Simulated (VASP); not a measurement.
# Cr (P6/mmm) in VASP: a series of runs

Cr is run at these levels: PBEsol; tasks: single point, relaxation of cell and atoms.

Program: VASP 6.6.1. These are calculated values, not measurements. Logs are shortened: lines on timing, memory, paths and dates and some standing lists are left out, and cuts for length are marked.

## Step 1: The cell of the first run

It takes space group P6/mmm (No. 191, hexagonal). Conventional cell: a = 4.205 Å, b = 4.205 Å, c = 2.232 Å, α = 90.00°, β = 90.00°, γ = 120.00°. Within 3.0 Å of Cr (site symmetry 6/mmm) lie 14 Cr at 2.23 to 2.67 Å. Cr (site symmetry -6m2) has 11 Cr at 2.23 to 2.67 Å within 3.0 Å.

This isn't the form of Cr at room conditions, which is bcc.

## Step 2: Single point, PBEsol, collinear spin, ferromagnetic start

The input, INCAR:

```
SYSTEM = Cr
PREC = Accurate
ENCUT = 520
EDIFF = 1E-7
ISMEAR = 0
SIGMA = 0.1
LREAL = .FALSE.
LASPH = .TRUE.
NELM = 150
ALGO = Fast
ISIF = 2
LWAVE = .FALSE.
LCHARG = .FALSE.
ISPIN = 2
MAGMOM = 2.65 0.43 0.43
LORBIT = 11
LMAXMIX = 4
GGA = PS
NBANDS = 29
```

The input, KPOINTS:

```
regular mesh
0
G
  6 6 6
  0 0 0
```

The input, POSCAR:

```
Cr
1.0
    4.2050894349      0.0000000000      0.0000000000
   -2.1025447174      3.6417142758      0.0000000000
    0.0000000000      0.0000000000      2.2316333481
Cr
3
Direct
    0.0000000000      0.0000000000      0.0000000000
    0.3333333333      0.6666666667      0.5000000000
    0.6666666667      0.3333333333      0.5000000000
```

Potentials or basis: VASP PAW PBE potentials, release 64 (Cr_pv).

Launch:

```
$ cat potpaw_PBE.64/Cr_pv/POTCAR > POTCAR
$ mpirun -np 1 vasp_std > vasp.out
```

OUTCAR:

```text
SYSTEM = Cr
   PREC = Accurate
   ENCUT = 520
   EDIFF = 1E-7
   ISMEAR = 0
   LREAL = .FALSE.
   LASPH = .TRUE.
   NELM = 150
   ISIF = 2
   ISPIN = 2
   LORBIT = 11
   GGA = PS

 ion  position               nearest neighbor table
   1  0.000  0.000  0.000-   2 2.67   3 2.67   2 2.67   3 2.67   2 2.67   2 2.67   3 2.67   3 2.67
                             3 2.67   3 2.67   2 2.67   2 2.67
   2  0.333  0.667  0.500-   3 2.43   3 2.43   3 2.43   1 2.67   1 2.67   1 2.67   1 2.67   1 2.67
                             1 2.67
   3  0.667  0.333  0.500-   2 2.43   2 2.43   2 2.43   1 2.67   1 2.67   1 2.67   1 2.67   1 2.67
                             1 2.67

  LATTYP: Found a hexagonal cell.
 ALAT       =     4.2050894349
 C/A-ratio  =     0.5306981891

  Lattice vectors:

 A1 = (   4.2050894349,   0.0000000000,   0.0000000000)
 A2 = (  -2.1025447174,   3.6417142758,   0.0000000000)
 A3 = (   0.0000000000,   0.0000000000,   2.2316333481)

Analysis of symmetry for initial positions (statically):
=====================================================================
 Subroutine PRICEL returns:
 Original cell was already a primitive cell.

 Routine SETGRP: Setting up the symmetry group for a
 hexagonal supercell.

 Subroutine GETGRP returns: Found 24 space group operations
 (whereof 24 operations were pure point group operations)
 out of a pool of 24 trial point group operations.

The static configuration has the point symmetry D_6h.

Analysis of symmetry for dynamics (positions and initial velocities):
=====================================================================
 Subroutine PRICEL returns:
 Original cell was already a primitive cell.

 Routine SETGRP: Setting up the symmetry group for a
 hexagonal supercell.

 Subroutine GETGRP returns: Found 24 space group operations
 (whereof 24 operations were pure point group operations)
 out of a pool of 24 trial point group operations.

The dynamic configuration has the point symmetry D_6h.

Analysis of structural, dynamic, and magnetic symmetry:
=====================================================================
 Subroutine PRICEL returns:
 Original cell was already a primitive cell.

 Routine SETGRP: Setting up the symmetry group for a
 hexagonal supercell.

 Subroutine GETGRP returns: Found 24 space group operations
 (whereof 24 operations were pure point group operations)
 out of a pool of 24 trial point group operations.

The overall configuration has the point symmetry D_6h.

 Subroutine INISYM returns: Found 24 space group operations
 (whereof 24 operations are pure point group operations),
 and found     1 'primitive' translations

----------------------------------------------------------------------------------------

                                     Primitive cell

  volume of cell :      34.1746

  direct lattice vectors                    reciprocal lattice vectors
     4.205089435  0.000000000  0.000000000     0.237807071  0.137297976  0.000000000
    -2.102544717  3.641714276  0.000000000     0.000000000  0.274595952  0.000000000
     0.000000000  0.000000000  2.231633348     0.000000000  0.000000000  0.448102284

  length of vectors
     4.205089435  4.205089435  2.231633348     0.274595952  0.274595952  0.448102284

  position of ions in fractional coordinates (direct lattice)
     0.000000000  0.000000000  0.000000000
     0.333333333  0.666666667  0.500000000
     0.666666667  0.333333333  0.500000000

  ion indices of the primitive-cell ions
   primitive index   ion index
                 1           1
                 2           2
                 3           3

----------------------------------------------------------------------------------------

 KPOINTS: regular mesh

Automatic generation of k-mesh.
 Grid dimensions read from file:
 generate k-points for:    6    6    6

 Generating k-lattice:

  Cartesian coordinates                     Fractional coordinates (reciprocal lattice)
     0.039634512  0.022882996  0.000000000     0.166666667  0.000000000  0.000000000
     0.000000000  0.045765992  0.000000000     0.000000000  0.166666667  0.000000000
     0.000000000  0.000000000  0.074683714     0.000000000  0.000000000  0.166666667

  Length of vectors
     0.045765992  0.045765992  0.074683714

  Shift w.r.t. Gamma in fractional coordinates (k-lattice)
     0.000000000  0.000000000  0.000000000

 Subroutine IBZKPT returns following result:
 ===========================================

 Found     28 irreducible k-points:

 Following reciprocal coordinates:
            Coordinates               Weight
  0.000000  0.000000  0.000000      1.000000
  0.166667  0.000000  0.000000      6.000000
  0.333333 -0.000000  0.000000      6.000000
  0.500000  0.000000  0.000000      3.000000
  0.166667  0.166667  0.000000      6.000000
  0.333333  0.166667  0.000000     12.000000
[... 16 lines left out ...]
  0.166667  0.000000  0.500000      6.000000
  0.333333 -0.000000  0.500000      6.000000
 [... further k-points ...]
   k-points           NKPTS =     28   k-points in BZ     NKDIM =     28   number of bands    NBANDS=     29
   number of dos      NEDOS =    301   number of ions     NIONS =      3
   total plane-waves  NPLWV =  18432
   dimension x,y,z NGX =    32 NGY =   32 NGZ =   18
   dimension x,y,z NGXF=    64 NGYF=   64 NGZF=   36
   ions per type =               3
   NGX,Y,Z   is equivalent  to a cutoff of  12.65, 12.65, 13.41 a.u.
   NGXF,Y,Z  is equivalent  to a cutoff of  25.30, 25.30, 26.82 a.u.
 SYSTEM =  Cr
   PREC   = accura    normal or accurate (medium, high low for compatibility)
   ISTART =      0    job   : 0-new  1-cont  2-samecut
   ICHARG =      2    charge: 1-file 2-atom 10-const
   ISPIN  =      2    spin polarized calculation?
   LNONCOLLINEAR =      F non collinear calculations
   LSORBIT =      F    spin-orbit coupling
   LASPH  =      T    aspherical Exc in radial PAW
   ENCUT  =  520.0 eV  38.22 Ry    6.18 a.u.   7.82  7.82  4.15*2*pi/ulx,y,z
   NELM   =    150;   NELMIN=  2; NELMDL= -5     # of ELM steps
   EDIFF  = 0.1E-06   stopping-criterion for ELM
   LREAL  =      F    real-space projection
   EDIFFG = 0.1E-05   stopping-criterion for IOM
   NSW    =      0    number of steps for IOM
   IBRION =     -1    ionic relax: 0-MD 1-quasi-New 2-CG
   NFREE  =      0    steps in history (QN), initial steepest desc. (CG)
   ISIF   =      2    stress and relaxation
   ISYM   =      2    0-nonsym 1-usesym 2-fastsym
   POTIM  = 0.5000    time-step for ionic-motion
   TEBEG  =    0.0;   TEEND  =   0.0 temperature during run
   PSTRESS=    0.0 pullay stress
   NELECT =      36.0000    total number of electrons
   NUPDOWN=      -1.0000    fix difference up-down
   EMIN   =  10.00;   EMAX   =-10.00  energy-range for DOS
   EFERMI =   0.00;   METHOD = LEGACY
   ISMEAR =     0;   SIGMA  =   0.10  broadening in eV -4-tet -1-fermi 0-gaus
   EFERMI_NEDOS =   21; number of points for ismear=-14 and -15
   IALGO  =     68    algorithm
   IMIX   =      4    mixing-type and parameters
     AMIX     =   0.40;   BMIX     =  1.00
     AMIX_MAG =   1.60;   BMIX_MAG =  1.00
  volume/ion in A,a.u.               =      11.39        76.87
  Fermi-wavevector in a.u.,A,eV,Ry     =   1.665742  3.147796 37.752027  2.774696
  Thomas-Fermi vector in A             =   2.752059
   LORBIT       =     11    0 simple, 1 ext, 2 COOP (PROOUT), +10 PAW based schemes
   GGA     = PS    functional components
   LHFCALC =     F    Hartree Fock is set to
   AEXX    =    0.0000 exact exchange contribution
   IVDW    =     0    specifies the selected vdW correction
   LEPSILON=     F    determine dielectric tensor
   LRPA    =     F    only Hartree local field effects (RPA)
 spin polarized calculation
 RMM-DIIS sequential band-by-band and
 Gauss-broadening in eV      SIGMA  =   0.10
  energy-cutoff  :      520.00
  volume of cell :       34.17
 maximum number of plane-waves:       956
 NGX is ok and might be reduce to    32
   NGX = 15   NGY = 15   NGZ =  9

 number of electron      36.0000015 magnetization       0.0000763

 Free energy of the ion-electron system (eV)
  ---------------------------------------------------
  ext. energy  EPLUGINS =         0.00000000
  ---------------------------------------------------
  free energy    TOTEN  =       -29.75937555 eV

  energy without entropy =      -29.73378658  energy(sigma->0) =      -29.74658107

 E-fermi :  11.0256     XC(G=0): -13.8799

 val. band max:       11.0210325043   @ k =   0.3333   0.1667   0.5000
 cond. band min:      11.0427797848   @ k =   0.3333   0.1667   0.3333
 fundamental gap:      0.0217472805
 Fermi energy:        11.0255713808

 spin component 1

 k-point     1 :       0.0000    0.0000    0.0000
  band No.  band energies     occupation
      1     -32.0583      1.00000
      2     -32.0583      1.00000
      3     -32.0366      1.00000
      4     -32.0366      1.00000
      5     -31.4345      1.00000
      6     -31.4345      1.00000
[... 21 lines left out ...]
     28      18.8585      0.00000
     29      18.8585      0.00000

 k-point     2 :       0.1667    0.0000    0.0000
  band No.  band energies     occupation
      1     -32.1750      1.00000
      2     -32.1399      1.00000
      3     -31.9083      1.00000
      4     -31.8896      1.00000
      5     -31.5022      1.00000
      6     -31.4451      1.00000
[... 21 lines left out ...]
     28      18.2208      0.00000
     29      19.9662      0.00000

 k-point     3 :       0.3333   -0.0000    0.0000
  band No.  band energies     occupation
      1     -32.2637      1.00000
      2     -32.1120      1.00000
      3     -31.8029      1.00000
      4     -31.7905      1.00000
      5     -31.6213      1.00000
      6     -31.4723      1.00000
[... 638 lines left out ...]
      5     -31.8060      1.00000
      6     -31.7724      1.00000
[... 21 lines left out ...]
     28      21.8766      0.00000
     29      22.4530      0.00000

 k-point    24 :       0.3333   -0.0000    0.5000
  band No.  band energies     occupation
      1     -32.7897      1.00000
      2     -32.6794      1.00000
      3     -32.5613      1.00000
      4     -31.8598      1.00000
      5     -31.7727      1.00000
      6     -31.7460      1.00000
[... 21 lines left out ...]
     28      20.2482      0.00000
     29      22.2035      0.00000

 [... further k-points ...]

 spin component 2

 k-point     1 :       0.0000    0.0000    0.0000
  band No.  band energies     occupation
      1     -32.0583      1.00000
      2     -32.0583      1.00000
      3     -32.0365      1.00000
      4     -32.0365      1.00000
      5     -31.4344      1.00000
      6     -31.4344      1.00000
[... 21 lines left out ...]
     28      18.8585      0.00000
     29      18.8585      0.00000

 k-point     2 :       0.1667    0.0000    0.0000
  band No.  band energies     occupation
      1     -32.1750      1.00000
      2     -32.1398      1.00000
      3     -31.9083      1.00000
      4     -31.8895      1.00000
      5     -31.5022      1.00000
      6     -31.4450      1.00000
[... 21 lines left out ...]
     28      19.9680      0.00000
     29      21.2296      0.00000

 k-point     3 :       0.3333   -0.0000    0.0000
  band No.  band energies     occupation
      1     -32.2637      1.00000
      2     -32.1120      1.00000
      3     -31.8029      1.00000
      4     -31.7905      1.00000
      5     -31.6212      1.00000
      6     -31.4722      1.00000
[... 638 lines left out ...]
      5     -31.8060      1.00000
      6     -31.7724      1.00000
[... 21 lines left out ...]
     28      21.8734      0.00000
     29      21.8814      0.00000

 k-point    24 :       0.3333   -0.0000    0.5000
  band No.  band energies     occupation
      1     -32.7897      1.00000
      2     -32.6794      1.00000
      3     -32.5612      1.00000
      4     -31.8597      1.00000
      5     -31.7727      1.00000
      6     -31.7460      1.00000
[... 21 lines left out ...]
     28      18.4495      0.00000
     29      20.2477      0.00000

 [... further k-points ...]

------------------------ aborting loop because EDIFF is reached ----------------------------------------

  FORCE on cell =-STRESS in cart. coord.  units (eV):
  Direction    XX          YY          ZZ          XY          YZ          ZX
  --------------------------------------------------------------------------------------
  -------------------------------------------------------------------------------------
  Total       -0.0507720     -0.0507720     -0.0901883     -0.0000000     -0.0000000      0.0000000
  in kB       -2.3802972     -2.3802972     -4.2282149     -0.0000000     -0.0000000      0.0000000
  external PRESSURE =      -2.9962698 kB  Pullay stress =       0.0000000 kB

 VOLUME and BASIS-vectors are now :
 -----------------------------------------------------------------------------
  energy-cutoff  :      520.00
  volume of cell :       34.17
      direct lattice vectors                 reciprocal lattice vectors
     4.205089435  0.000000000  0.000000000     0.237807071  0.137297976  0.000000000
    -2.102544717  3.641714276  0.000000000     0.000000000  0.274595952  0.000000000
     0.000000000  0.000000000  2.231633348     0.000000000  0.000000000  0.448102284

 POSITION                                       TOTAL-FORCE (eV/Angst)
 -----------------------------------------------------------------------------------
      0.00000      0.00000      0.00000         0.000000      0.000000      0.000000
     -0.00000      2.42781      1.11582        -0.000000      0.000000      0.000000
      2.10254      1.21390      1.11582         0.000000      0.000000     -0.000000
 -----------------------------------------------------------------------------------
    total drift:                               -0.000000      0.000000      0.000000

  FREE ENERGIE OF THE ION-ELECTRON SYSTEM (eV)
  ---------------------------------------------------
  free  energy   TOTEN  =       -29.7593755540 eV

  energy  without entropy=      -29.7337865771  energy(sigma->0) =      -29.74658107

 total charge

# of ion       s       p       d       tot
------------------------------------------
    1        0.428   6.407   4.263  11.097
    2        0.439   6.385   4.341  11.165
    3        0.439   6.385   4.341  11.165
--------------------------------------------------
tot          1.306  19.177  12.944  33.427

 magnetization (x)

# of ion       s       p       d       tot
------------------------------------------
    1        0.000  -0.000  -0.000   0.000
    2       -0.000   0.000   0.000   0.000
    3       -0.000   0.000   0.000   0.000
--------------------------------------------------
tot         -0.000   0.000   0.000   0.000
```

Run time: 31 s. Hardware: 1 thread of Intel Xeon 6975P-C (Granite Rapids), shared host; peak memory 0.18 GiB.

Results:

```
Free energy                                           : -29.7594 eV
Pressure                                              : -0.3 GPa
Band gap on the k mesh                                : zero (filled and empty bands overlap)
Net moment                                            : 0.00 μB per cell
Valence electrons inside the program's atomic spheres : Cr 11.10, 11.16 (each value once)
```

Caveat: the k points lie up to 0.47 Å⁻¹ apart, too coarse for converged energies and pressures of a metal; the moments typed at the start vanished in this run; the PAW data sets were made with another functional, which shifts forces and pressure a little.

## Step 3: Relaxation of cell and atoms, PBEsol, collinear spin, ferromagnetic start

This run uses another cell than the first one, of 15.20 Å³/atom.

The input, INCAR:

```
SYSTEM = Cr
PREC = Accurate
ENCUT = 600
EDIFF = 1E-7
ISMEAR = 0
SIGMA = 0.1
LREAL = .FALSE.
LASPH = .TRUE.
NELM = 150
ALGO = Normal
ISIF = 3
LWAVE = .FALSE.
LCHARG = .FALSE.
ISPIN = 2
MAGMOM = 2.65 0.43 0.43
LORBIT = 11
LMAXMIX = 4
GGA = PS
IBRION = 2
NSW = 90
EDIFFG = -0.04
```

KPOINTS is that of step 2.

The input, POSCAR:

```
Cr
1.0
    4.4123933397      0.0000000000      0.0000000000
   -2.2061966698      3.8212447236      0.0000000000
    0.0000000000      0.0000000000      2.7049889604
Cr
3
Direct
    0.0000000000      0.0000000000      0.0000000000
    0.3333333333      0.6666666667      0.5000000000
    0.6666666667      0.3333333333      0.5000000000
```

Potentials or basis: VASP PAW PBE potentials, release 64 (Cr_pv).

Launch:

```
$ cat potpaw_PBE.64/Cr_pv/POTCAR > POTCAR
$ mpirun -np 1 vasp_std > vasp.out
```

Wall time 4.9 min (1 thread of Intel Xeon 6975P-C (Granite Rapids), shared host); peak memory 0.24 GiB.

It converged, with:

```
Free energy                                           : -29.7686 eV
Relaxed volume                                        : 11.37 Å³/atom
Relaxed cell                                          : a = 4.202 Å, b = 4.202 Å, c = 2.231 Å, α = 90.00°, β = 90.00°, γ = 120.00°
Space group after relaxing (to 0.1 Å)                 : P6/mmm (No. 191)
Energy gained by relaxing                             : 681.1 meV/atom
Ionic steps                                           : 10
Pressure after relaxing                               : 0.1 GPa
Band gap on the k mesh                                : zero (filled and empty bands overlap)
Net moment                                            : 0.00 μB per cell
Valence electrons inside the program's atomic spheres : Cr 11.10, 11.17 (each value once)
```

Stress tensor (GPa, compression positive):
```
 0.14  0.00  0.00
 0.00  0.14  0.00
 0.00  0.00 -0.01
```

Step by step:
| step | energy change (eV) | largest force (eV/Å) | pressure (GPa) | volume (Å³) |
| --- | --- | --- | --- | --- |
| 1 | 0.0000 | 0.0000 | -32.53 | 45.61 |
| 2 | -0.3922 | 0.0000 | 76.63 | 28.12 |
| 3 | -1.6257 | 0.0000 | -1.82 | 34.50 |
| 4 | -1.6271 | 0.0000 | -0.36 | 34.30 |
| 5 | -1.9374 | 0.0000 | 12.48 | 32.66 |
| 6 | -1.9446 | 0.0000 | 15.22 | 32.38 |
| 7 | -1.9937 | 0.0000 | -1.16 | 34.42 |
| 8 | -2.0297 | 0.0000 | 4.59 | 33.59 |
| 9 | -2.0427 | 0.0000 | -0.84 | 34.23 |
| 10 | -2.0434 | 0.0000 | 0.09 | 34.12 |

Final structure:
```xyz
3
Lattice="4.2023 0.0000 0.0000 -2.1012 3.6393 0.0000 0.0000 0.0000 2.2307" Properties=species:S:1:pos:R:3 pbc="T T T"
Cr    0.0000    0.0000    0.0000
Cr    0.0000    2.4262    1.1154
Cr    2.1012    1.2131    1.1154
```

Levels at points of the mesh, in eV from the Fermi level:
Spin up:
```
           k point  band 14  band 15  band 16  band 17  band 18  band 19  band 20  band 21  band 22  band 23
(0.00, 0.00, 0.00)    -2.33    -2.25    -2.25    -2.17    -0.45    -0.45     1.39     1.39     1.49     1.49
(0.50, 0.00, 0.00)    -2.70    -2.16    -2.12    -1.85     0.32     0.85     1.32     1.53     1.63     1.74
(0.00, 0.00, 0.50)    -2.48    -1.62    -1.16    -1.16     0.08     0.08     1.51     1.51     1.95     1.95
(0.50, 0.00, 0.50)    -2.15    -1.49    -1.46    -0.22    -0.16     0.84     1.02     1.47     1.61     2.58
```
Spin down:
| k point | band 14 | band 15 | band 16 | band 17 | band 18 | band 19 | band 20 | band 21 | band 22 | band 23 |
| --- | --- | --- | --- | --- | --- | --- | --- | --- | --- | --- |
| (0.00, 0.00, 0.00) | -2.33 | -2.25 | -2.25 | -2.17 | -0.45 | -0.45 | 1.39 | 1.39 | 1.49 | 1.49 |
| (0.50, 0.00, 0.00) | -2.70 | -2.16 | -2.12 | -1.85 | 0.32 | 0.85 | 1.32 | 1.53 | 1.63 | 1.74 |
| (0.00, 0.00, 0.50) | -2.48 | -1.62 | -1.16 | -1.16 | 0.08 | 0.08 | 1.51 | 1.51 | 1.95 | 1.95 |
| (0.50, 0.00, 0.50) | -2.15 | -1.49 | -1.46 | -0.22 | -0.16 | 0.84 | 1.02 | 1.47 | 1.61 | 2.58 |

Caveat: the k points lie up to 0.47 Å⁻¹ apart in the final cell, too coarse for converged energies and pressures of a metal; the volume moved by over 15 % at a fixed basis, so the end points are rough; the moments typed at the start vanished in this run; the PAW data sets were made with another functional, which shifts forces and pressure a little.

The gap in the log of VASP goes by the Fermi energy; the results here count the filled bands.